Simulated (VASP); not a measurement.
# ZrS (Fm-3m) in VASP: elastic constants with LDA

Aim: the elastic constants of ZrS with LDA.

Everything below comes from runs of VASP 6.6.1. Logs are shortened: lines on timing, memory, paths and dates and some standing lists are left out, and cuts for length are marked.

### 1 The cell of the first run

Symmetry: Fm-3m, No. 225, cubic system. Conventional cell: a = 5.136 Å, b = 5.136 Å, c = 5.136 Å, α = 90.00°, β = 90.00°, γ = 90.00°. Zr (site symmetry m-3m) has 6 S at 2.57 Å within 3.4 Å. Within 3.4 Å of S (site symmetry m-3m) lie 6 Zr at 2.57 Å.

### 2 Elastic constants, LDA

INCAR reads:

```
SYSTEM = ZrS
ALGO = Normal ; EDIFF = 1E-8
ENCUT = 600 ; IBRION = 6
ISIF = 3 ; ISMEAR = -1
LASPH = .TRUE. ; LCHARG = .TRUE.
LREAL = .FALSE. ; LWAVE = .FALSE.
NELM = 80 ; NFREE = 2
NSW = 1 ; POTIM = 0.015
PREC = Accurate ; SIGMA = 0.15
```

KPOINTS reads:

```
k-points
0
G
  14 14 14
  0 0 0
```

POSCAR reads:

```
ZrS
1.0
    0.0000000000      2.5682303311      2.5682303311
    2.5682303311      0.0000000000      2.5682303311
    2.5682303311      2.5682303311      0.0000000000
Zr S
1 1
Direct
    0.0000000000      0.0000000000      0.0000000000
    0.5000000000      0.5000000000      0.5000000000
```

Potentials or basis: VASP PAW LDA potentials, release 64 (Zr_sv, S).

Launch:

```sh
cat potpaw_LDA.64/Zr_sv/POTCAR potpaw_LDA.64/S/POTCAR > POTCAR
mpirun -np 1 vasp_std > vasp.out
```

OUTCAR:

```text
SYSTEM = ZrS
   EDIFF = 1E-8
   ENCUT = 600
   IBRION = 6
   ISIF = 3
   ISMEAR = -1
   LASPH = .TRUE.
   LREAL = .FALSE.
   NELM = 80
   NFREE = 2
   NSW = 1
   POTIM = 0.015
   PREC = Accurate

 ion  position               nearest neighbor table
   1  0.000  0.000  0.000-   2 2.57   2 2.57   2 2.57   2 2.57   2 2.57   2 2.57
   2  0.500  0.500  0.500-   1 2.57   1 2.57   1 2.57   1 2.57   1 2.57   1 2.57

  LATTYP: Found a face centered cubic cell.
 ALAT       =     5.1364606622

  Lattice vectors:

 A1 = (   0.0000000000,   2.5682303311,   2.5682303311)
 A2 = (   2.5682303311,   0.0000000000,   2.5682303311)
 A3 = (   2.5682303311,   2.5682303311,   0.0000000000)

Analysis of symmetry for initial positions (statically):
=====================================================================
 Subroutine PRICEL returns:
 Original cell was already a primitive cell.

 Routine SETGRP: Setting up the symmetry group for a
 face centered cubic supercell.

 Subroutine GETGRP returns: Found 48 space group operations
 (whereof 48 operations were pure point group operations)
 out of a pool of 48 trial point group operations.

The static configuration has the point symmetry O_h .

Analysis of symmetry for dynamics (positions and initial velocities):
=====================================================================
 Subroutine PRICEL returns:
 Original cell was already a primitive cell.

 Routine SETGRP: Setting up the symmetry group for a
 face centered cubic supercell.

 Subroutine GETGRP returns: Found 48 space group operations
 (whereof 48 operations were pure point group operations)
 out of a pool of 48 trial point group operations.

The dynamic configuration has the point symmetry O_h .

 Subroutine INISYM returns: Found 48 space group operations
 (whereof 48 operations are pure point group operations),
 and found     1 'primitive' translations

----------------------------------------------------------------------------------------

                                     Primitive cell

  volume of cell :      33.8791

  direct lattice vectors                    reciprocal lattice vectors
     0.000000000  2.568230331  2.568230331    -0.194686588  0.194686588  0.194686588
     2.568230331  0.000000000  2.568230331     0.194686588 -0.194686588  0.194686588
     2.568230331  2.568230331  0.000000000     0.194686588  0.194686588 -0.194686588

  length of vectors
     3.632026166  3.632026166  3.632026166     0.337207062  0.337207062  0.337207062

  position of ions in fractional coordinates (direct lattice)
     0.000000000  0.000000000  0.000000000
     0.500000000  0.500000000  0.500000000

  ion indices of the primitive-cell ions
   primitive index   ion index
                 1           1
                 2           2

----------------------------------------------------------------------------------------

 KPOINTS: k-points

Automatic generation of k-mesh.
 Grid dimensions read from file:
 generate k-points for:   14   14   14

 Generating k-lattice:

  Cartesian coordinates                     Fractional coordinates (reciprocal lattice)
    -0.013906185  0.013906185  0.013906185     0.071428571  0.000000000  0.000000000
     0.013906185 -0.013906185  0.013906185     0.000000000  0.071428571  0.000000000
[... 112 lines left out ...]
  Direction    XX          YY          ZZ          XY          YZ          ZX
  --------------------------------------------------------------------------------------
  -------------------------------------------------------------------------------------
  Total        0.0621360      0.0621360      0.0621360     -0.0000000     -0.0000000      0.0000000
  in kB        2.9384756      2.9384756      2.9384756     -0.0000000     -0.0000000      0.0000000
  external PRESSURE =       2.9384756 kB  Pullay stress =       0.0000000 kB
[... 89 lines left out ...]
  FREE ENERGIE OF THE ION-ELECTRON SYSTEM (eV)
  ---------------------------------------------------
  free  energy   TOTEN  =       -17.1961318741 eV

  energy  without entropy=      -17.1043176995  energy(sigma->0) =      -17.15022479

[... ionic steps 4 to 14 ...]

--------------------------------------- Ionic step       15  -------------------------------------------

 number of electron      18.0000001 magnetization

------------------------ aborting loop because EDIFF is reached ----------------------------------------
[... 67 lines left out ...]
--------------------------------------- Ionic step       17  -------------------------------------------

 number of electron      18.0000000 magnetization

 Free energy of the ion-electron system (eV)
  ---------------------------------------------------
  ext. energy  EPLUGINS =         0.00000000
  ---------------------------------------------------
  free energy    TOTEN  =       -17.20581868 eV

  energy without entropy =      -17.11222073  energy(sigma->0) =      -17.15901971

 E-fermi :  11.3445     XC(G=0): -11.8485

 val. band max:       11.3438694890   @ k =   0.0714   0.0714   0.0000
 cond. band min:      11.3493395181   @ k =   0.0000  -0.2857   0.0714
 fundamental gap:      0.0054700291
 Fermi energy:        11.3445366719

 k-point     1 :       0.0000    0.0000    0.0000
  band No.  band energies     occupation
      1     -38.1840      2.00000
      2     -16.3041      2.00000
      3     -16.3038      2.00000
      4     -16.3038      2.00000
      5      -4.6769      2.00000
      6       7.8637      2.00000
      7       7.8641      2.00000
      8       7.8641      2.00000
      9       9.8526      1.99990
     10       9.8550      1.99990
     11       9.8550      1.99990
     12      10.5922      1.98682
     13      10.5960      1.98648
[... 354 lines left out ...]
  band No.  band energies     occupation
      1     -38.1618      2.00000
      2     -16.5310      2.00000
      3     -16.3550      2.00000
      4     -16.3473      2.00000
      5      -3.8396      2.00000
      6       4.6898      2.00000
      7       6.2612      2.00000
      8       6.5357      2.00000
      9       9.5476      1.99999
     10      11.5814      0.34189
     11      12.0664      0.01613
     12      12.7605      0.00016
     13      13.8970      0.00000

 [... further k-points ...]

------------------------ aborting loop because EDIFF is reached ----------------------------------------

  FORCE on cell =-STRESS in cart. coord.  units (eV):
  Direction    XX          YY          ZZ          XY          YZ          ZX
  --------------------------------------------------------------------------------------
  -------------------------------------------------------------------------------------
  Total        0.0742428      0.0607791      0.0607791     -0.0000000      0.0000000     -0.0000000
  in kB        3.5110174      2.8743057      2.8743057     -0.0000000      0.0000000     -0.0000000
  external PRESSURE =       3.0865429 kB  Pullay stress =       0.0000000 kB
[... 17 lines left out ...]
  FREE ENERGIE OF THE ION-ELECTRON SYSTEM (eV)
  ---------------------------------------------------
  free  energy   TOTEN  =       -17.2058186844 eV

  energy  without entropy=      -17.1122207335  energy(sigma->0) =      -17.15901971

 INTERNAL STRAIN TENSORS FROM STRAINED CELLS
 ============================================

 INTERNAL STRAIN TENSOR FOR ION    1 for displacements in x,y,z  (eV/Angst):
          X           Y           Z          XY          YZ          ZX
  --------------------------------------------------------------------------------
  x    -0.00000    -0.00000     0.00000    -0.00000    -0.00000    -0.00000
  y    -0.00000    -0.00000     0.00000     0.00000    -0.00000     0.00000
  z     0.00000     0.00000    -0.00000    -0.00000    -0.00000    -0.00000

 INTERNAL STRAIN TENSORS FROM DISPLACED ATOMS
 ============================================

 INTERNAL STRAIN TENSOR FOR ION    1 for displacements in x,y,z  (eV/Angst):
          X           Y           Z          XY          YZ          ZX
  --------------------------------------------------------------------------------
  x     0.00000     0.00000     0.00000     0.00000     0.00000     0.00000
  y     0.00000     0.00000     0.00000     0.00000     0.00000     0.00000
  z     0.00000     0.00000     0.00000     0.00000     0.00000     0.00000

 INTERNAL STRAIN TENSOR FOR ION    2 for displacements in x,y,z  (eV/Angst):
          X           Y           Z          XY          YZ          ZX
  --------------------------------------------------------------------------------
  x     0.00000     0.00000     0.00000     0.00000     0.00000     0.00000
  y     0.00000     0.00000     0.00000     0.00000     0.00000     0.00000
  z     0.00000     0.00000     0.00000     0.00000     0.00000     0.00000

 Eigenvectors and eigenvalues of the dynamical matrix
 ----------------------------------------------------

   1 f  =    8.167130 THz    51.315593 2PiTHz  272.426145 cm-1    33.776522 meV
             X         Y         Z           dx          dy          dz
      0.000000  0.000000  0.000000     0.000000    0.510033    0.000000
      2.568230  2.568230  2.568230     0.000000   -0.860155    0.000000
[... 21 lines left out ...]
   6 f/i=    0.000442 THz     0.002779 2PiTHz    0.014754 cm-1     0.001829 meV
             X         Y         Z           dx          dy          dz
      0.000000  0.000000  0.000000     0.000000    0.000000    0.860155
      2.568230  2.568230  2.568230     0.000000    0.000000    0.510033

--------------------------------------------------------------------------------------------------------

 ELASTIC MODULI CONTR FROM IONIC RELAXATION (kBar)
 Direction    XX          YY          ZZ          XY          YZ          ZX
 --------------------------------------------------------------------------------
 XX           0.0000      0.0000      0.0000      0.0000      0.0000      0.0000
 YY           0.0000      0.0000      0.0000      0.0000      0.0000      0.0000
 ZZ           0.0000      0.0000      0.0000      0.0000      0.0000      0.0000
 XY           0.0000      0.0000      0.0000      0.0000      0.0000      0.0000
 YZ           0.0000      0.0000      0.0000      0.0000      0.0000      0.0000
 ZX           0.0000      0.0000      0.0000      0.0000      0.0000      0.0000
 --------------------------------------------------------------------------------

 TOTAL ELASTIC MODULI (kBar)
 Direction    XX          YY          ZZ          XY          YZ          ZX
 --------------------------------------------------------------------------------
 XX        3733.7675    471.5445    471.5445      0.0000      0.0000      0.0000
 YY         471.5445   3733.7675    471.5445      0.0000      0.0000     -0.0000
 ZZ         471.5445    471.5445   3733.7675      0.0000      0.0000     -0.0000
 XY           0.0000      0.0000      0.0000    273.2655      0.0000      0.0000
 YZ           0.0000      0.0000      0.0000      0.0000    273.2655      0.0000
 ZX           0.0000     -0.0000     -0.0000      0.0000      0.0000    273.2655
 --------------------------------------------------------------------------------
```

It took 20 min on 1 thread of Intel Xeon 6975P-C (Granite Rapids), shared host; peak memory 0.74 GiB.

What came out:

| Quantity | Value |
| --- | --- |
| Elastic constants C11, C12, C44 | 373, 47, 27 GPa |
| Voigt bulk modulus | 156 GPa |
| Highest phonon frequency at Γ, LO-TO splitting left out | 272 cm⁻¹ |

Phonon frequencies in cm⁻¹ (negative: imaginary):
```tsv
q point	frequencies
(0.000, 0.000, 0.000)	0 0 0 272 272 272
```

Elastic tensor in Voigt notation (GPa, in the Cartesian axes of the cell as first typed):
```
373  47  47   0   0   0
 47 373  47   0   0   0
 47  47 373   0   0   0
  0   0   0  27   0   0
  0   0   0   0  27   0
  0   0   0   0   0  27
```

Clamped-ion elastic tensor (GPa):
```
373  47  47   0   0   0
 47 373  47   0   0   0
 47  47 373   0   0   0
  0   0   0  27   0   0
  0   0   0   0  27   0
  0   0   0   0   0  27
```
